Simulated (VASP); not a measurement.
# KI (Fm-3m) in VASP: single point with PBE

Aim: the single point of KI with PBE.

Program: VASP 6.6.1. These are calculated values, not measurements. Logs are shortened: lines on timing, memory, paths and dates and some standing lists are left out, and cuts for length are marked.

## 1. The cell of the first run

The structure is cubic, space group Fm-3m (No. 225). Conventional cell: a = 6.999 Å, b = 6.999 Å, c = 6.999 Å, α = 90.00°, β = 90.00°, γ = 90.00°. K (site symmetry m-3m) has 6 I at 3.50 Å within 4.6 Å. Within 4.6 Å of I (site symmetry m-3m) lie 6 K at 3.50 Å.

## 2. Single point, PBE, collinear spin, ferromagnetic start

Input file INCAR:

```
PREC = Accurate
ENCUT = 520
EDIFF = 1E-6
ISMEAR = -1
SIGMA = 0.0231
LREAL = False
LASPH = True
NELM = 150
ALGO = Normal
ISIF = 2
LWAVE = False
LCHARG = False
ISPIN = 2
MAGMOM = 0 0.8
LORBIT = 11
GGA = PE
NBANDS = 19
NELECT = 15.0
```

Input file KPOINTS:

```
regular mesh
0
Gamma
  5 5 5
```

Input file POSCAR:

```
KI
1.0
    0.0000000000      3.4994400000      3.4994400000
    3.4994400000      0.0000000000      3.4994400000
    3.4994400000      3.4994400000      0.0000000000
K I
1 1
Direct
    0.0000000000      0.0000000000      0.0000000000
    0.5000000000      0.5000000000      0.5000000000
```

Potentials or basis: VASP PAW PBE potentials, release 64 (K_sv, I).

Command:

```
$ cat potpaw_PBE.64/K_sv/POTCAR potpaw_PBE.64/I/POTCAR > POTCAR
$ mpirun -np 1 vasp_std > vasp.out
```

OUTCAR:

```text
PREC = Accurate
   ENCUT = 520
   EDIFF = 1E-6
   ISMEAR = -1
   LREAL = False
   LASPH = True
   NELM = 150
   ISIF = 2
   ISPIN = 2
   LORBIT = 11
   GGA = PE
   NELECT = 15.0

 ion  position               nearest neighbor table
   1  0.000  0.000  0.000-   2 3.50   2 3.50   2 3.50   2 3.50   2 3.50   2 3.50
   2  0.500  0.500  0.500-   1 3.50   1 3.50   1 3.50   1 3.50   1 3.50   1 3.50

  LATTYP: Found a face centered cubic cell.
 ALAT       =     6.9988800000

  Lattice vectors:

 A1 = (   0.0000000000,   3.4994400000,   3.4994400000)
 A2 = (   3.4994400000,   0.0000000000,   3.4994400000)
 A3 = (   3.4994400000,   3.4994400000,   0.0000000000)

Analysis of symmetry for initial positions (statically):
=====================================================================
 Subroutine PRICEL returns:
 Original cell was already a primitive cell.

 Routine SETGRP: Setting up the symmetry group for a
 face centered cubic supercell.

 Subroutine GETGRP returns: Found 48 space group operations
 (whereof 48 operations were pure point group operations)
 out of a pool of 48 trial point group operations.

The static configuration has the point symmetry O_h .

Analysis of symmetry for dynamics (positions and initial velocities):
=====================================================================
 Subroutine PRICEL returns:
 Original cell was already a primitive cell.

 Routine SETGRP: Setting up the symmetry group for a
 face centered cubic supercell.

 Subroutine GETGRP returns: Found 48 space group operations
 (whereof 48 operations were pure point group operations)
 out of a pool of 48 trial point group operations.

The dynamic configuration has the point symmetry O_h .

Analysis of structural, dynamic, and magnetic symmetry:
=====================================================================
 Subroutine PRICEL returns:
 Original cell was already a primitive cell.

 Routine SETGRP: Setting up the symmetry group for a
 face centered cubic supercell.

 Subroutine GETGRP returns: Found 48 space group operations
 (whereof 48 operations were pure point group operations)
 out of a pool of 48 trial point group operations.

The overall configuration has the point symmetry O_h .

 Subroutine INISYM returns: Found 48 space group operations
 (whereof 48 operations are pure point group operations),
 and found     1 'primitive' translations

----------------------------------------------------------------------------------------

                                     Primitive cell

  volume of cell :      85.7088

  direct lattice vectors                    reciprocal lattice vectors
     0.000000000  3.499440000  3.499440000    -0.142880004  0.142880004  0.142880004
     3.499440000  0.000000000  3.499440000     0.142880004 -0.142880004  0.142880004
     3.499440000  3.499440000  0.000000000     0.142880004  0.142880004 -0.142880004

  length of vectors
     4.948955509  4.948955509  4.948955509     0.247475426  0.247475426  0.247475426

  position of ions in fractional coordinates (direct lattice)
     0.000000000  0.000000000  0.000000000
     0.500000000  0.500000000  0.500000000

  ion indices of the primitive-cell ions
   primitive index   ion index
                 1           1
                 2           2

----------------------------------------------------------------------------------------

 KPOINTS: regular mesh

Automatic generation of k-mesh.
 Grid dimensions read from file:
 generate k-points for:    5    5    5

 Generating k-lattice:

  Cartesian coordinates                     Fractional coordinates (reciprocal lattice)
    -0.028576001  0.028576001  0.028576001     0.200000000  0.000000000  0.000000000
     0.028576001 -0.028576001  0.028576001     0.000000000  0.200000000  0.000000000
     0.028576001  0.028576001 -0.028576001     0.000000000  0.000000000  0.200000000

  Length of vectors
     0.049495085  0.049495085  0.049495085

  Shift w.r.t. Gamma in fractional coordinates (k-lattice)
     0.000000000  0.000000000  0.000000000

 Subroutine IBZKPT returns following result:
 ===========================================

 Found     10 irreducible k-points:

 Following reciprocal coordinates:
            Coordinates               Weight
  0.000000  0.000000  0.000000      1.000000
  0.200000  0.000000  0.000000      8.000000
  0.400000  0.000000  0.000000      8.000000
  0.200000  0.200000  0.000000      6.000000
  0.400000  0.200000  0.000000     24.000000
 -0.400000  0.200000  0.000000     24.000000
 -0.200000  0.200000  0.000000     12.000000
  0.400000  0.400000  0.000000      6.000000
 -0.400000  0.400000  0.000000     12.000000
 -0.400000  0.400000  0.200000     24.000000
   k-points           NKPTS =     10   k-points in BZ     NKDIM =     10   number of bands    NBANDS=     19
   number of dos      NEDOS =    301   number of ions     NIONS =      2
   total plane-waves  NPLWV =  64000
   dimension x,y,z NGX =    40 NGY =   40 NGZ =   40
   dimension x,y,z NGXF=    80 NGYF=   80 NGZF=   80
   ions per type =               1   1
   NGX,Y,Z   is equivalent  to a cutoff of  13.44, 13.44, 13.44 a.u.
   NGXF,Y,Z  is equivalent  to a cutoff of  26.87, 26.87, 26.87 a.u.
 SYSTEM =  unknown system
   PREC   = accura    normal or accurate (medium, high low for compatibility)
   ISTART =      0    job   : 0-new  1-cont  2-samecut
   ICHARG =      2    charge: 1-file 2-atom 10-const
   ISPIN  =      2    spin polarized calculation?
   LNONCOLLINEAR =      F non collinear calculations
   LSORBIT =      F    spin-orbit coupling
   LASPH  =      T    aspherical Exc in radial PAW
   ENCUT  =  520.0 eV  38.22 Ry    6.18 a.u.   9.20  9.20  9.20*2*pi/ulx,y,z
   NELM   =    150;   NELMIN=  2; NELMDL= -5     # of ELM steps
   EDIFF  = 0.1E-05   stopping-criterion for ELM
   LREAL  =      F    real-space projection
   EDIFFG = 0.1E-04   stopping-criterion for IOM
   NSW    =      0    number of steps for IOM
   IBRION =     -1    ionic relax: 0-MD 1-quasi-New 2-CG
   NFREE  =      0    steps in history (QN), initial steepest desc. (CG)
   ISIF   =      2    stress and relaxation
   ISYM   =      2    0-nonsym 1-usesym 2-fastsym
   POTIM  = 0.5000    time-step for ionic-motion
   TEBEG  =    0.0;   TEEND  =   0.0 temperature during run
   PSTRESS=    0.0 pullay stress
   NELECT =      15.0000    total number of electrons
   NUPDOWN=      -1.0000    fix difference up-down
   EMIN   =  10.00;   EMAX   =-10.00  energy-range for DOS
   EFERMI =   0.00;   METHOD = LEGACY
   ISMEAR =    -1;   SIGMA  =   0.02  broadening in eV -4-tet -1-fermi 0-gaus
   EFERMI_NEDOS =   21; number of points for ismear=-14 and -15
   IALGO  =     38    algorithm
   IMIX   =      4    mixing-type and parameters
     AMIX     =   0.40;   BMIX     =  1.00
     AMIX_MAG =   1.60;   BMIX_MAG =  1.00
  volume/ion in A,a.u.               =      42.85       289.20
  Fermi-wavevector in a.u.,A,eV,Ry     =   0.915721  1.730463 11.409107  0.838546
  Thomas-Fermi vector in A             =   2.040495
   LORBIT       =     11    0 simple, 1 ext, 2 COOP (PROOUT), +10 PAW based schemes
   GGA     = PE    functional components
   LHFCALC =     F    Hartree Fock is set to
   AEXX    =    0.0000 exact exchange contribution
   IVDW    =     0    specifies the selected vdW correction
   LEPSILON=     F    determine dielectric tensor
   LRPA    =     F    only Hartree local field effects (RPA)
 spin polarized calculation
  energy-cutoff  :      520.00
  volume of cell :       85.71
 maximum number of plane-waves:      2334
 NGX is ok and might be reduce to    40
   NGX = 19   NGY = 19   NGZ = 19

 number of electron      14.9999999 magnetization       1.0001003

 Free energy of the ion-electron system (eV)
  ---------------------------------------------------
  ext. energy  EPLUGINS =         0.00000000
  ---------------------------------------------------
  free energy    TOTEN  =        -4.87173322 eV

  energy without entropy =       -4.85902512  energy(sigma->0) =       -4.86537917

 E-fermi :  -0.9098     XC(G=0):  -6.8817

 val. band max:       -0.9111332034   @ k =  -0.4000   0.2000   0.0000
 cond. band min:      -0.8779396071   @ k =   0.4000   0.4000   0.0000
 fundamental gap:      0.0331935962
 Fermi energy:        -0.9097807495

 spin component 1

 k-point     1 :       0.0000    0.0000    0.0000
  band No.  band energies     occupation
      1     -27.9875      1.00000
      2     -12.0484      1.00000
      3     -11.4990      1.00000
      4     -11.4990      1.00000
      5     -11.4990      1.00000
      6      -1.2711      1.00000
[... 11 lines left out ...]
     18      13.0917      0.00000
     19      13.2234      0.00000

 k-point     2 :       0.2000    0.0000    0.0000
  band No.  band energies     occupation
      1     -27.9866      1.00000
      2     -12.1484      1.00000
      3     -11.4994      1.00000
      4     -11.4994      1.00000
      5     -11.3636      1.00000
      6      -1.6812      1.00000
[... 11 lines left out ...]
     18      11.7624      0.00000
     19      13.1246      0.00000

 k-point     3 :       0.4000    0.0000    0.0000
  band No.  band energies     occupation
      1     -27.9851      1.00000
      2     -12.2603      1.00000
      3     -11.5000      1.00000
      4     -11.5000      1.00000
      5     -11.1926      1.00000
      6      -2.2229      1.00000
[... 125 lines left out ...]
  band No.  band energies     occupation
      1     -27.9841      1.00000
      2     -12.0432      1.00000
      3     -11.5490      1.00000
      4     -11.5162      1.00000
      5     -11.4045      1.00000
      6      -1.9508      1.00000
[... 11 lines left out ...]
     18      11.4995      0.00000
     19      12.3588      0.00000

 k-point    10 :      -0.4000    0.4000    0.2000
  band No.  band energies     occupation
      1     -27.9842      1.00000
      2     -12.1118      1.00000
      3     -11.5307      1.00000
      4     -11.5236      1.00000
      5     -11.3297      1.00000
      6      -1.9827      1.00000
[... 11 lines left out ...]
     18      12.0550      0.00000
     19      12.0644      0.00000
 Fermi energy:        -0.9097807495

 spin component 2

 k-point     1 :       0.0000    0.0000    0.0000
  band No.  band energies     occupation
      1     -27.9791      1.00000
      2     -11.4920      1.00000
      3     -11.4920      1.00000
      4     -11.4920      1.00000
      5     -11.4129      1.00000
      6      -0.5971      0.00000
[... 11 lines left out ...]
     18      13.2643      0.00000
     19      13.4363      0.00000

 k-point     2 :       0.2000    0.0000    0.0000
  band No.  band energies     occupation
      1     -27.9783      1.00000
      2     -11.7381      1.00000
      3     -11.4926      1.00000
      4     -11.4926      1.00000
      5     -11.1296      1.00000
      6      -1.0507      0.99776
[... 11 lines left out ...]
     18      11.9225      0.00000
     19      13.3848      0.00000

 k-point     3 :       0.4000    0.0000    0.0000
  band No.  band energies     occupation
      1     -27.9768      1.00000
      2     -11.8972      1.00000
      3     -11.4936      1.00000
      4     -11.4936      1.00000
      5     -10.9083      1.00000
      6      -1.6328      1.00000
[... 126 lines left out ...]
      1     -27.9758      1.00000
      2     -11.6666      1.00000
      3     -11.5395      1.00000
      4     -11.5086      1.00000
      5     -11.1310      1.00000
      6      -1.3421      1.00000
[... 11 lines left out ...]
     18      11.8948      0.00000
     19      12.8468      0.00000

 k-point    10 :      -0.4000    0.4000    0.2000
  band No.  band energies     occupation
      1     -27.9760      1.00000
      2     -11.7431      1.00000
      3     -11.5222      1.00000
      4     -11.5146      1.00000
      5     -11.0503      1.00000
      6      -1.3744      1.00000
[... 11 lines left out ...]
     18      12.3539      0.00000
     19      12.4311      0.00000

------------------------ aborting loop because EDIFF is reached ----------------------------------------

  FORCE on cell =-STRESS in cart. coord.  units (eV):
  Direction    XX          YY          ZZ          XY          YZ          ZX
  --------------------------------------------------------------------------------------
  -------------------------------------------------------------------------------------
  Total       -4.5547488     -4.5547488     -4.5547488     -0.0000000      0.0000000     -0.0000000
  in kB      -85.1430819    -85.1430819    -85.1430819     -0.0000000      0.0000000     -0.0000000
  external PRESSURE =     -85.1430819 kB  Pullay stress =       0.0000000 kB

 VOLUME and BASIS-vectors are now :
 -----------------------------------------------------------------------------
  energy-cutoff  :      520.00
  volume of cell :       85.71
      direct lattice vectors                 reciprocal lattice vectors
     0.000000000  3.499440000  3.499440000    -0.142880004  0.142880004  0.142880004
     3.499440000  0.000000000  3.499440000     0.142880004 -0.142880004  0.142880004
     3.499440000  3.499440000  0.000000000     0.142880004  0.142880004 -0.142880004

 POSITION                                       TOTAL-FORCE (eV/Angst)
 -----------------------------------------------------------------------------------
      0.00000      0.00000      0.00000        -0.000000      0.000000      0.000000
      3.49944      3.49944      3.49944         0.000000     -0.000000      0.000000
 -----------------------------------------------------------------------------------
    total drift:                                0.000000     -0.000000     -0.000000

  FREE ENERGIE OF THE ION-ELECTRON SYSTEM (eV)
  ---------------------------------------------------
  free  energy   TOTEN  =        -4.8717332178 eV

  energy  without entropy=       -4.8590251223  energy(sigma->0) =       -4.86537917

 total charge

# of ion       s       p       d       tot
------------------------------------------
    1        1.953   5.560   0.013   7.526
    2        1.525   2.567   0.001   4.092
--------------------------------------------------
tot          3.478   8.127   0.014  11.619

 magnetization (x)

# of ion       s       p       d       tot
------------------------------------------
    1       -0.001   0.005   0.002   0.007
    2        0.015   0.583   0.000   0.598
--------------------------------------------------
tot          0.015   0.588   0.002   0.605
```

Run time: 27 s. Hardware: 1 thread of Intel Xeon Platinum 8488C (Sapphire Rapids), shared host; peak memory 0.27 GiB.

Results:

| Property | Result |
| --- | --- |
| Free energy | -4.8717 eV |
| Net moment | 1.00 μB per cell |
| Site moments | K +0.01; I +0.60 μB |
| Valence electrons inside the program's atomic spheres | K 7.53; I 4.09 |

Caveat: the cell carries a net charge on a neutralising background, which shifts energy and pressure; the cell is charged against a uniform background, so pressure and absolute levels hang on convention; spin-orbit coupling is left out, which moves the levels of the heavy elements.
